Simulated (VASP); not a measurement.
# NaH in VASP: further runs

Runs on NaH. Level: PBE. Tasks: single point.

Program: VASP 6.6.1. These are calculated values, not measurements. Logs are shortened: lines on timing, memory, paths and dates and some standing lists are left out, and cuts for length are marked.

**1. The cell of the first run**

Symmetry: I-4m2, No. 119, tetragonal system. Conventional cell: a = 3.709 Å, b = 3.709 Å, c = 5.108 Å, α = 90.00°, β = 90.00°, γ = 90.00°. Na (site symmetry -4m2) has 4 H at 2.25 Å within 3.0 Å. Within 3.0 Å of H (site symmetry -4m2) lie 4 Na at 2.25 Å.

**2. Single point, PBE (epitaxial xy strain +1.0%)**

Contents of INCAR:

```
SYSTEM = NaH
ALGO = Normal
EDIFF = 1E-6
ENCUT = 520
GGA = PE
ISIF = 2
ISMEAR = 0
LASPH = .True.
LCHARG = .False.
LREAL = .False.
LWAVE = .False.
NBANDS = 11
NELM = 80
PREC = Accurate
SIGMA = 0.01
```

Contents of KPOINTS:

```
k-points
0
Gamma
  6 6 6
  0 0 0
```

Contents of POSCAR:

```
NaH
1.0
    0.0000000000      2.6228902666      2.5542353627
    2.6228902666      0.0000000000      2.5542353627
    2.6228902666      2.6228902666      0.0000000000
Na H
1 1
Direct
    0.0000000000      0.0000000000      0.0000000000
    0.2500000000      0.2500000000      0.2500000000
```

Potentials or basis: VASP PAW PBE potentials, release 64 (Na_pv, H).

Run with:

```console
> cat potpaw_PBE.64/Na_pv/POTCAR potpaw_PBE.64/H/POTCAR > POTCAR
> mpirun -np 1 vasp_std > vasp.out
```

OUTCAR:

```text
SYSTEM = NaH
   EDIFF = 1E-6
   ENCUT = 520
   GGA = PE
   ISIF = 2
   ISMEAR = 0
   LASPH = .True.
   LREAL = .False.
   NELM = 80
   PREC = Accurate

 ion  position               nearest neighbor table
   1  0.000  0.000  0.000-
   2  0.250  0.250  0.250-

  LATTYP: Found a body centered tetragonal cell.
 ALAT       =     3.7093269876
 C/A-ratio  =     1.3771961174

  Lattice vectors:

 A1 = (   0.0000000000,  -2.6228902666,  -2.5542353627)
 A2 = (   0.0000000000,   2.6228902666,  -2.5542353627)
 A3 = (   2.6228902666,   0.0000000000,   2.5542353627)

Analysis of symmetry for initial positions (statically):
=====================================================================
 Subroutine PRICEL returns:
 Original cell was already a primitive cell.

 Routine SETGRP: Setting up the symmetry group for a
 body centered tetragonal supercell.

 Subroutine GETGRP returns: Found  8 space group operations
 (whereof  8 operations were pure point group operations)
 out of a pool of 16 trial point group operations.

The static configuration has the point symmetry D_2d.

Analysis of symmetry for dynamics (positions and initial velocities):
=====================================================================
 Subroutine PRICEL returns:
 Original cell was already a primitive cell.

 Routine SETGRP: Setting up the symmetry group for a
 body centered tetragonal supercell.

 Subroutine GETGRP returns: Found  8 space group operations
 (whereof  8 operations were pure point group operations)
 out of a pool of 16 trial point group operations.

The dynamic configuration has the point symmetry D_2d.

 Subroutine INISYM returns: Found  8 space group operations
 (whereof  8 operations are pure point group operations),
 and found     1 'primitive' translations

----------------------------------------------------------------------------------------

                                     Primitive cell

  volume of cell :      35.1440

  direct lattice vectors                    reciprocal lattice vectors
     0.000000000  2.622890267  2.554235363    -0.190629401  0.190629401  0.195753300
     2.622890267  0.000000000  2.554235363     0.190629401 -0.190629401  0.195753300
     2.622890267  2.622890267  0.000000000     0.190629401  0.190629401 -0.195753300

  length of vectors
     3.661102517  3.661102517  3.709326988     0.333164361  0.333164361  0.333164361

  position of ions in fractional coordinates (direct lattice)
     0.000000000  0.000000000  0.000000000
     0.250000000  0.250000000  0.250000000

  ion indices of the primitive-cell ions
   primitive index   ion index
                 1           1
                 2           2

----------------------------------------------------------------------------------------

 KPOINTS: k-points

Automatic generation of k-mesh.
 Grid dimensions read from file:
 generate k-points for:    6    6    6

 Generating k-lattice:

  Cartesian coordinates                     Fractional coordinates (reciprocal lattice)
    -0.031771567  0.031771567  0.032625550     0.166666667  0.000000000  0.000000000
     0.031771567 -0.031771567  0.032625550     0.000000000  0.166666667  0.000000000
     0.031771567  0.031771567 -0.032625550     0.000000000  0.000000000  0.166666667

  Length of vectors
     0.055527393  0.055527393  0.055527393

  Shift w.r.t. Gamma in fractional coordinates (k-lattice)
     0.000000000  0.000000000  0.000000000

 Subroutine IBZKPT returns following result:
 ===========================================

 Found     30 irreducible k-points:

 Following reciprocal coordinates:
            Coordinates               Weight
  0.000000  0.000000  0.000000      1.000000
  0.166667  0.000000  0.000000      8.000000
  0.333333  0.000000  0.000000      8.000000
  0.500000  0.000000  0.000000      4.000000
  0.166667  0.166667  0.000000      2.000000
  0.333333  0.166667  0.000000      8.000000
[... 16 lines left out ...]
  0.333333  0.000000  0.333333      4.000000
  0.500000  0.000000  0.333333     16.000000
 [... further k-points ...]
   k-points           NKPTS =     30   k-points in BZ     NKDIM =     30   number of bands    NBANDS=     11
   number of dos      NEDOS =    301   number of ions     NIONS =      2
   total plane-waves  NPLWV =  21952
   dimension x,y,z NGX =    28 NGY =   28 NGZ =   28
   dimension x,y,z NGXF=    56 NGYF=   56 NGZF=   56
   ions per type =               1   1
   NGX,Y,Z   is equivalent  to a cutoff of  12.71, 12.71, 12.55 a.u.
   NGXF,Y,Z  is equivalent  to a cutoff of  25.43, 25.43, 25.10 a.u.
 SYSTEM =  NaH
   PREC   = accura    normal or accurate (medium, high low for compatibility)
   ISTART =      0    job   : 0-new  1-cont  2-samecut
   ICHARG =      2    charge: 1-file 2-atom 10-const
   ISPIN  =      1    spin polarized calculation?
   LNONCOLLINEAR =      F non collinear calculations
   LSORBIT =      F    spin-orbit coupling
   LASPH  =      T    aspherical Exc in radial PAW
   ENCUT  =  520.0 eV  38.22 Ry    6.18 a.u.   6.81  6.81  6.90*2*pi/ulx,y,z
   NELM   =     80;   NELMIN=  2; NELMDL= -5     # of ELM steps
   EDIFF  = 0.1E-05   stopping-criterion for ELM
   LREAL  =      F    real-space projection
   EDIFFG = 0.1E-04   stopping-criterion for IOM
   NSW    =      0    number of steps for IOM
   IBRION =     -1    ionic relax: 0-MD 1-quasi-New 2-CG
   NFREE  =      0    steps in history (QN), initial steepest desc. (CG)
   ISIF   =      2    stress and relaxation
   ISYM   =      2    0-nonsym 1-usesym 2-fastsym
   POTIM  = 0.5000    time-step for ionic-motion
   TEBEG  =    0.0;   TEEND  =   0.0 temperature during run
   PSTRESS=    0.0 pullay stress
   NELECT =       8.0000    total number of electrons
   NUPDOWN=      -1.0000    fix difference up-down
   EMIN   =  10.00;   EMAX   =-10.00  energy-range for DOS
   EFERMI =   0.00;   METHOD = LEGACY
   ISMEAR =     0;   SIGMA  =   0.01  broadening in eV -4-tet -1-fermi 0-gaus
   EFERMI_NEDOS =   21; number of points for ismear=-14 and -15
   IALGO  =     38    algorithm
   IMIX   =      4    mixing-type and parameters
     AMIX     =   0.40;   BMIX     =  1.00
     AMIX_MAG =   1.60;   BMIX_MAG =  1.00
  volume/ion in A,a.u.               =      17.57       118.58
  Fermi-wavevector in a.u.,A,eV,Ry     =   0.999588  1.888948 13.594622  0.999177
  Thomas-Fermi vector in A             =   2.131888
   LORBIT       =      0    0 simple, 1 ext, 2 COOP (PROOUT), +10 PAW based schemes
   GGA     = PE    functional components
   LHFCALC =     F    Hartree Fock is set to
   AEXX    =    0.0000 exact exchange contribution
   IVDW    =     0    specifies the selected vdW correction
   LEPSILON=     F    determine dielectric tensor
   LRPA    =     F    only Hartree local field effects (RPA)
 non-spin polarized calculation
 Gauss-broadening in eV      SIGMA  =   0.01
  energy-cutoff  :      520.00
  volume of cell :       35.14
 maximum number of plane-waves:       966
   NGX = 13   NGY = 13   NGZ = 13

 number of electron       8.0000008 magnetization

 Free energy of the ion-electron system (eV)
  ---------------------------------------------------
  ext. energy  EPLUGINS =         0.00000000
  ---------------------------------------------------
  free energy    TOTEN  =        -4.98991469 eV

  energy without entropy =       -4.98991469  energy(sigma->0) =       -4.98991469

 E-fermi :  -1.7760     XC(G=0):  -6.8660

 val. band max:       -1.8756742362   @ k =  -0.3333   0.5000   0.1667
 cond. band min:       1.7120659982   @ k =   0.5000   0.0000   0.0000
 fundamental gap:      3.5877402343
 Fermi energy:        -1.7760057629

 k-point     1 :       0.0000    0.0000    0.0000
  band No.  band energies     occupation
      1     -23.8985      2.00000
      2     -23.8943      2.00000
      3     -23.8943      2.00000
      4      -4.7276      2.00000
      5       6.3059      0.00000
      6      11.4092      0.00000
      7      11.4092      0.00000
      8      11.4556      0.00000
      9      14.0768      0.00000
     10      14.0768      0.00000
     11      14.0959      0.00000

 k-point     2 :       0.1667    0.0000    0.0000
  band No.  band energies     occupation
      1     -23.9080      2.00000
      2     -23.8979      2.00000
      3     -23.8961      2.00000
      4      -4.3461      2.00000
      5       5.1771      0.00000
      6      10.2287      0.00000
      7      10.9738      0.00000
      8      11.1040      0.00000
      9      14.4412      0.00000
     10      14.7311      0.00000
     11      15.0481      0.00000

 k-point     3 :       0.3333    0.0000    0.0000
  band No.  band energies     occupation
      1     -23.9312      2.00000
      2     -23.9009      2.00000
      3     -23.8996      2.00000
      4      -3.3532      2.00000
      5       2.9727      0.00000
      6       9.0933      0.00000
      7      10.5709      0.00000
      8      10.8345      0.00000
      9      12.7662      0.00000
     10      13.1928      0.00000
     11      14.3883      0.00000

 k-point     4 :       0.5000    0.0000    0.0000
  band No.  band energies     occupation
      1     -23.9429      2.00000
      2     -23.9023      2.00000
      3     -23.9013      2.00000
      4      -2.5999      2.00000
      5       1.7121      0.00000
      6       8.7419      0.00000
      7      10.5066      0.00000
      8      10.8442      0.00000
      9      12.0817      0.00000
     10      12.4767      0.00000
     11      13.7877      0.00000

 k-point     5 :       0.1667    0.1667    0.0000
  band No.  band energies     occupation
      1     -23.9103      2.00000
      2     -23.8987      2.00000
      3     -23.8987      2.00000
      4      -4.2028      2.00000
      5       5.1094      0.00000
      6       9.6948      0.00000
      7       9.6948      0.00000
      8      11.7089      0.00000
      9      13.2727      0.00000
     10      13.6059      0.00000
     11      16.8696      0.00000
[... 211 lines left out ...]
 k-point    21 :      -0.1667    0.3333    0.1667
  band No.  band energies     occupation
      1     -23.9289      2.00000
      2     -23.9173      2.00000
      3     -23.9043      2.00000
      4      -2.6517      2.00000
      5       3.2256      0.00000
      6       6.2117      0.00000
      7       7.4399      0.00000
      8      11.0412      0.00000
      9      13.3117      0.00000
     10      13.9681      0.00000
     11      17.1876      0.00000

 k-point    22 :      -0.3333    0.5000    0.1667
  band No.  band energies     occupation
      1     -23.9370      2.00000
      2     -23.9186      2.00000
      3     -23.9113      2.00000
      4      -1.8757      2.00000
      5       3.7925      0.00000
      6       4.4237      0.00000
      7       5.8626      0.00000
      8      10.2560      0.00000
      9      13.1137      0.00000
     10      15.2577      0.00000
     11      18.0759      0.00000

 k-point    23 :       0.3333    0.0000    0.3333
  band No.  band energies     occupation
      1     -23.9285      2.00000
      2     -23.9111      2.00000
      3     -23.9050      2.00000
      4      -2.9496      2.00000
      5       3.7103      0.00000
      6       7.3529      0.00000
      7       8.4094      0.00000
      8       8.4264      0.00000
      9      11.1635      0.00000
     10      16.8596      0.00000
     11      19.4386      0.00000

 k-point    24 :       0.5000    0.0000    0.3333
  band No.  band energies     occupation
      1     -23.9345      2.00000
      2     -23.9165      2.00000
      3     -23.9083      2.00000
      4      -2.2221      2.00000
      5       3.2006      0.00000
      6       5.2181      0.00000
      7       8.1928      0.00000
      8       8.3397      0.00000
      9      12.6368      0.00000
     10      16.7729      0.00000
     11      18.2046      0.00000

 [... further k-points ...]

------------------------ aborting loop because EDIFF is reached ----------------------------------------

  FORCE on cell =-STRESS in cart. coord.  units (eV):
  Direction    XX          YY          ZZ          XY          YZ          ZX
  --------------------------------------------------------------------------------------
  -------------------------------------------------------------------------------------
  Total        0.0272112      0.0272112      0.0505904      0.0000000     -0.0000000      0.0000000
  in kB        1.2405317      1.2405317      2.3063606      0.0000000     -0.0000000      0.0000000
  external PRESSURE =       1.5958080 kB  Pullay stress =       0.0000000 kB

 VOLUME and BASIS-vectors are now :
 -----------------------------------------------------------------------------
  energy-cutoff  :      520.00
  volume of cell :       35.14
      direct lattice vectors                 reciprocal lattice vectors
     0.000000000  2.622890267  2.554235363    -0.190629401  0.190629401  0.195753300
     2.622890267  0.000000000  2.554235363     0.190629401 -0.190629401  0.195753300
     2.622890267  2.622890267  0.000000000     0.190629401  0.190629401 -0.195753300

 POSITION                                       TOTAL-FORCE (eV/Angst)
 -----------------------------------------------------------------------------------
      0.00000      0.00000      0.00000        -0.000000     -0.000000      0.000000
      1.31145      1.31145      1.27712         0.000000      0.000000     -0.000000
 -----------------------------------------------------------------------------------
    total drift:                                0.000002      0.000002      0.000001

  FREE ENERGIE OF THE ION-ELECTRON SYSTEM (eV)
  ---------------------------------------------------
  free  energy   TOTEN  =        -4.9899146881 eV

  energy  without entropy=       -4.9899146881  energy(sigma->0) =       -4.98991469
```

Run time: 9.7 s. Hardware: 1 thread of Intel Xeon Platinum 8375C at 2.90GHz (Ice Lake), shared host; peak memory 0.15 GiB.

What came out:

```
Free energy            : -4.9899 eV
Pressure               : 0.2 GPa
Band gap on the k mesh : 3.59 eV, indirect (least direct gap 4.31 eV)
```

Caveat: the cell differs from its parent crystal (epitaxial xy strain +1.0%). A k mesh can miss the band edges.

(Part 1 of 2 ends here.)
